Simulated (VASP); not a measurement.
# Al3BP2 (P-6m2) in VASP: further runs

The runs below take Al3BP2 through single point, relaxation of cell and atoms, with PBE.

Everything below comes from runs of VASP 6.6.1. Logs are shortened: lines on timing, memory, paths and dates and some standing lists are left out, and cuts for length are marked.

## 1. The cell of the first run

Symmetry: P-6m2, No. 187, hexagonal system. Conventional cell: a = 3.895 Å, b = 3.895 Å, c = 7.843 Å, α = 90.00°, β = 90.00°, γ = 120.00°. Al (site symmetry 3m) has 1 B at 1.82 Å and 1 P at 2.11 Å within 2.4 Å. Al (site symmetry -6m2) has 6 P at 2.25 Å within 3.0 Å. B (site symmetry -6m2) has 2 Al at 1.82 Å within 2.4 Å. P (site symmetry -6m2) has 5 Al at 2.11 to 2.25 Å and 3 P at 2.25 Å within 2.8 Å. Within 3.0 Å of P (site symmetry -6m2) lie 3 Al at 2.25 Å and 3 P at 2.25 Å.

## 2. Single point, PBE

INCAR

```
PREC = Accurate
ENCUT = 520
EDIFF = 1E-6
ISMEAR = 0
SIGMA = 0.1
LREAL = False
LASPH = True
NELM = 60
ALGO = Normal
ISIF = 2
LWAVE = False
LCHARG = True
GGA = PE
LELF = True
LVHAR = True
NBANDS = 20
```

KPOINTS

```
regular mesh
0
Gamma
  6 6 2
```

POSCAR

```
Al3BP2
1.0
    3.8945379900      0.0000000000      0.0000000000
   -1.9472690000      3.3727688400      0.0000000000
    0.0000000000      0.0000000000      7.8430702300
Al B P
3 1 2
Direct
    0.6666666700      0.3333333300      0.7314154100
    0.6666666700      0.3333333300      0.2685845900
    0.3333333300      0.6666666700      0.0000000000
    0.6666666700      0.3333333300      0.5000000000
    0.6666666700      0.3333333300      0.0000000000
    0.0000000000      0.0000000000      0.0000000000
```

Potentials or basis: VASP PAW PBE potentials, release 64 (Al, B, P).

Started as:

```bash
$ cat potpaw_PBE.64/Al/POTCAR potpaw_PBE.64/B/POTCAR potpaw_PBE.64/P/POTCAR > POTCAR
$ mpirun -np 1 vasp_std > vasp.out
```

OUTCAR:

```text
PREC = Accurate
   ENCUT = 520
   EDIFF = 1E-6
   ISMEAR = 0
   LREAL = False
   LASPH = True
   NELM = 60
   ISIF = 2
   GGA = PE

 ion  position               nearest neighbor table
   1  0.667  0.333  0.731-   4 1.82   5 2.11   3 3.08   6 3.08   3 3.08   6 3.08   6 3.08   3 3.08

   2  0.667  0.333  0.269-   4 1.82   5 2.11   3 3.08   6 3.08   3 3.08   6 3.08   6 3.08   3 3.08

   3  0.333  0.667  0.000-   5 2.25   6 2.25   5 2.25   6 2.25   6 2.25   5 2.25   2 3.08   1 3.08
                             2 3.08   1 3.08   1 3.08   2 3.08
   4  0.667  0.333  0.500-   1 1.82   2 1.82
   5  0.667  0.333  0.000-   1 2.11   2 2.11   3 2.25   6 2.25   3 2.25   6 2.25   6 2.25   3 2.25

   6  0.000  0.000  0.000-   3 2.25   5 2.25   5 2.25   3 2.25   5 2.25   3 2.25   1 3.08   2 3.08
                             1 3.08   2 3.08   1 3.08   2 3.08

  LATTYP: Found a hexagonal cell.
 ALAT       =     3.8945379900
 C/A-ratio  =     2.0138640964

  Lattice vectors:

 A1 = (   3.8945379900,   0.0000000000,   0.0000000000)
 A2 = (  -1.9472690000,   3.3727688400,   0.0000000000)
 A3 = (   0.0000000000,   0.0000000000,   7.8430702300)

Analysis of symmetry for initial positions (statically):
=====================================================================
 Subroutine PRICEL returns:
 Original cell was already a primitive cell.

 Routine SETGRP: Setting up the symmetry group for a
 hexagonal supercell.

 Subroutine GETGRP returns: Found 12 space group operations
 (whereof 12 operations were pure point group operations)
 out of a pool of 24 trial point group operations.

The static configuration has the point symmetry D_3h.

Analysis of symmetry for dynamics (positions and initial velocities):
=====================================================================
 Subroutine PRICEL returns:
 Original cell was already a primitive cell.

 Routine SETGRP: Setting up the symmetry group for a
 hexagonal supercell.

 Subroutine GETGRP returns: Found 12 space group operations
 (whereof 12 operations were pure point group operations)
 out of a pool of 24 trial point group operations.

The dynamic configuration has the point symmetry D_3h.

 Subroutine INISYM returns: Found 12 space group operations
 (whereof 12 operations are pure point group operations),
 and found     1 'primitive' translations

----------------------------------------------------------------------------------------

                                     Primitive cell

  volume of cell :     103.0217

  direct lattice vectors                    reciprocal lattice vectors
     3.894537990  0.000000000  0.000000000     0.256769867  0.148246152  0.000000000
    -1.947269000  3.372768840  0.000000000     0.000000000  0.296492303  0.000000000
     0.000000000  0.000000000  7.843070230     0.000000000  0.000000000  0.127501090

  length of vectors
     3.894537990  3.894537997  7.843070230     0.296492303  0.296492303  0.127501090

  position of ions in fractional coordinates (direct lattice)
     0.666666670  0.333333330  0.731415410
     0.666666670  0.333333330  0.268584590
     0.333333330  0.666666670  0.000000000
     0.666666670  0.333333330  0.500000000
     0.666666670  0.333333330  0.000000000
     0.000000000  0.000000000  0.000000000

  ion indices of the primitive-cell ions
   primitive index   ion index
                 1           1
                 2           2
                 3           3
                 4           4
                 5           5
                 6           6

----------------------------------------------------------------------------------------

 KPOINTS: regular mesh

Automatic generation of k-mesh.
 Grid dimensions read from file:
 generate k-points for:    6    6    2

 Generating k-lattice:

  Cartesian coordinates                     Fractional coordinates (reciprocal lattice)
     0.042794978  0.024707692  0.000000000     0.166666667 -0.000000000  0.000000000
     0.000000000  0.049415384  0.000000000     0.000000000  0.166666667  0.000000000
     0.000000000  0.000000000  0.063750545     0.000000000  0.000000000  0.500000000

  Length of vectors
     0.049415384  0.049415384  0.063750545

  Shift w.r.t. Gamma in fractional coordinates (k-lattice)
     0.000000000  0.000000000  0.000000000

 Subroutine IBZKPT returns following result:
 ===========================================

 Found     14 irreducible k-points:

 Following reciprocal coordinates:
            Coordinates               Weight
  0.000000  0.000000  0.000000      1.000000
  0.166667  0.000000  0.000000      6.000000
  0.333333  0.000000  0.000000      6.000000
  0.500000  0.000000  0.000000      3.000000
  0.166667  0.166667  0.000000      6.000000
  0.333333  0.166667  0.000000     12.000000
  0.333333  0.333333  0.000000      2.000000
  0.000000  0.000000  0.500000      1.000000
  0.166667  0.000000  0.500000      6.000000
  0.333333  0.000000  0.500000      6.000000
  0.500000  0.000000  0.500000      3.000000
  0.166667  0.166667  0.500000      6.000000
  0.333333  0.166667  0.500000     12.000000
  0.333333  0.333333  0.500000      2.000000
   k-points           NKPTS =     14   k-points in BZ     NKDIM =     14   number of bands    NBANDS=     20
   number of dos      NEDOS =    301   number of ions     NIONS =      6
   total plane-waves  NPLWV =  54000
   dimension x,y,z NGX =    30 NGY =   30 NGZ =   60
   dimension x,y,z NGXF=    60 NGYF=   60 NGZF=  120
   ions per type =               3   1   2
   NGX,Y,Z   is equivalent  to a cutoff of  12.81, 12.81, 12.72 a.u.
   NGXF,Y,Z  is equivalent  to a cutoff of  25.61, 25.61, 25.44 a.u.
 SYSTEM =  unknown system
   PREC   = accura    normal or accurate (medium, high low for compatibility)
   ISTART =      0    job   : 0-new  1-cont  2-samecut
   ICHARG =      2    charge: 1-file 2-atom 10-const
   ISPIN  =      1    spin polarized calculation?
   LNONCOLLINEAR =      F non collinear calculations
   LSORBIT =      F    spin-orbit coupling
   LASPH  =      T    aspherical Exc in radial PAW
   ENCUT  =  520.0 eV  38.22 Ry    6.18 a.u.   7.24  7.24 14.58*2*pi/ulx,y,z
   NELM   =     60;   NELMIN=  2; NELMDL= -5     # of ELM steps
   EDIFF  = 0.1E-05   stopping-criterion for ELM
   LREAL  =      F    real-space projection
   EDIFFG = 0.1E-04   stopping-criterion for IOM
   NSW    =      0    number of steps for IOM
   IBRION =     -1    ionic relax: 0-MD 1-quasi-New 2-CG
   NFREE  =      0    steps in history (QN), initial steepest desc. (CG)
   ISIF   =      2    stress and relaxation
   ISYM   =      2    0-nonsym 1-usesym 2-fastsym
   POTIM  = 0.5000    time-step for ionic-motion
   TEBEG  =    0.0;   TEEND  =   0.0 temperature during run
   PSTRESS=    0.0 pullay stress
   NELECT =      22.0000    total number of electrons
   NUPDOWN=      -1.0000    fix difference up-down
   EMIN   =  10.00;   EMAX   =-10.00  energy-range for DOS
   EFERMI =   0.00;   METHOD = LEGACY
   ISMEAR =     0;   SIGMA  =   0.10  broadening in eV -4-tet -1-fermi 0-gaus
   EFERMI_NEDOS =   21; number of points for ismear=-14 and -15
   IALGO  =     38    algorithm
   IMIX   =      4    mixing-type and parameters
     AMIX     =   0.40;   BMIX     =  1.00
     AMIX_MAG =   1.60;   BMIX_MAG =  1.00
  volume/ion in A,a.u.               =      17.17       115.87
  Fermi-wavevector in a.u.,A,eV,Ry     =   0.978527  1.849148 13.027786  0.957515
  Thomas-Fermi vector in A             =   2.109310
   LORBIT       =      0    0 simple, 1 ext, 2 COOP (PROOUT), +10 PAW based schemes
   GGA     = PE    functional components
   LHFCALC =     F    Hartree Fock is set to
   AEXX    =    0.0000 exact exchange contribution
   IVDW    =     0    specifies the selected vdW correction
   LEPSILON=     F    determine dielectric tensor
   LRPA    =     F    only Hartree local field effects (RPA)
 non-spin polarized calculation
 Gauss-broadening in eV      SIGMA  =   0.10
  energy-cutoff  :      520.00
  volume of cell :      103.02
 maximum number of plane-waves:      2793
 NGX is ok and might be reduce to    30
   NGX = 15   NGY = 15   NGZ = 29

 number of electron      22.0000001 magnetization

 Free energy of the ion-electron system (eV)
  ---------------------------------------------------
  ext. energy  EPLUGINS =         0.00000000
  ---------------------------------------------------
  free energy    TOTEN  =       -18.76207939 eV

  energy without entropy =      -18.73990839  energy(sigma->0) =      -18.75099389

 E-fermi :   6.0839     XC(G=0):  -9.4727

 val. band max:        6.0820518874   @ k =   0.3333   0.0000   0.5000
 cond. band min:       6.1715394259   @ k =   0.0000   0.0000   0.5000
 fundamental gap:      0.0894875385
 Fermi energy:         6.0839363504

 k-point     1 :       0.0000    0.0000    0.0000
  band No.  band energies     occupation
      1     -11.1141      2.00000
      2      -3.2298      2.00000
      3      -1.9569      2.00000
      4      -0.6560      2.00000
      5      -0.6560      2.00000
      6       0.2215      2.00000
[... 12 lines left out ...]
     19      11.5683      0.00000
     20      12.3953      0.00000

 k-point     2 :       0.1667    0.0000    0.0000
  band No.  band energies     occupation
      1     -10.7965      2.00000
      2      -3.1527      2.00000
      3      -2.9431      2.00000
      4      -1.7194      2.00000
      5      -1.2963      2.00000
      6       1.0735      2.00000
[... 12 lines left out ...]
     19      12.2654      0.00000
     20      12.9798      0.00000
[... 235 lines left out ...]
      3      -3.5718      2.00000
      4      -1.9730      2.00000
      5      -0.0402      2.00000
      6       1.6980      2.00000
[... 12 lines left out ...]
     19      10.9242      0.00000
     20      13.0269      0.00000

 k-point    14 :       0.3333    0.3333    0.5000
  band No.  band energies     occupation
      1      -8.3205      2.00000
      2      -7.3715      2.00000
      3      -4.5202      2.00000
      4      -1.6556      2.00000
      5       0.1935      2.00000
      6       1.5684      2.00000
[... 12 lines left out ...]
     19      13.3522      0.00000
     20      13.4537      0.00000

------------------------ aborting loop because EDIFF is reached ----------------------------------------

  FORCE on cell =-STRESS in cart. coord.  units (eV):
  Direction    XX          YY          ZZ          XY          YZ          ZX
  --------------------------------------------------------------------------------------
  -------------------------------------------------------------------------------------
  Total       17.2555277     17.2555278     28.2456906     -0.0000000      0.0000000      0.0000000
  in kB      268.3553161    268.3553169    439.2726408     -0.0000004      0.0000000      0.0000000
  external PRESSURE =     325.3277579 kB  Pullay stress =       0.0000000 kB

 VOLUME and BASIS-vectors are now :
 -----------------------------------------------------------------------------
  energy-cutoff  :      520.00
  volume of cell :      103.02
      direct lattice vectors                 reciprocal lattice vectors
     3.894537990  0.000000000  0.000000000     0.256769867  0.148246152  0.000000000
    -1.947269000  3.372768840  0.000000000     0.000000000  0.296492303  0.000000000
     0.000000000  0.000000000  7.843070230     0.000000000  0.000000000  0.127501090

 POSITION                                       TOTAL-FORCE (eV/Angst)
 -----------------------------------------------------------------------------------
      1.94727      1.12426      5.73654        -0.000000      0.000000      0.580608
      1.94727      1.12426      2.10653         0.000000      0.000000     -0.580608
     -0.00000      2.24851      0.00000        -0.000000      0.000000     -0.000000
      1.94727      1.12426      3.92154        -0.000000      0.000000     -0.000000
      1.94727      1.12426      0.00000         0.000000      0.000000     -0.000000
      0.00000      0.00000      0.00000         0.000000     -0.000000     -0.000000
 -----------------------------------------------------------------------------------
    total drift:                               -0.000010      0.000006     -0.000000

  FREE ENERGIE OF THE ION-ELECTRON SYSTEM (eV)
  ---------------------------------------------------
  free  energy   TOTEN  =       -18.7620793890 eV

  energy  without entropy=      -18.7399083920  energy(sigma->0) =      -18.75099389
```

Wall time 29 s (1 thread of Intel Xeon Platinum 8259CL at 2.50GHz (Skylake/Cascade Lake), shared host); peak memory 0.22 GiB.

What came out:

```yaml
Free_energy: -18.7621 eV
Pressure: 32.5 GPa
Largest_force: 0.581 eV/Å
Band_gap_on_the_k_mesh: zero (band 11 reaches 6.54 eV, above the bottom of band 12 at 5.07 eV)
```

Forces in eV/Å, atoms in the order of the input:
```
Al   0.000  0.000  0.581
Al   0.000  0.000 -0.581
Al   0.000  0.000  0.000
B    0.000  0.000  0.000
P    0.000  0.000  0.000
P    0.000  0.000  0.000
```

Stress tensor (GPa, compression positive):
```
26.84  0.00  0.00
 0.00 26.84  0.00
 0.00  0.00 43.93
```

Caveat: the k points lie up to 0.40 Å⁻¹ apart.

(Continued in part 2 of 2.)
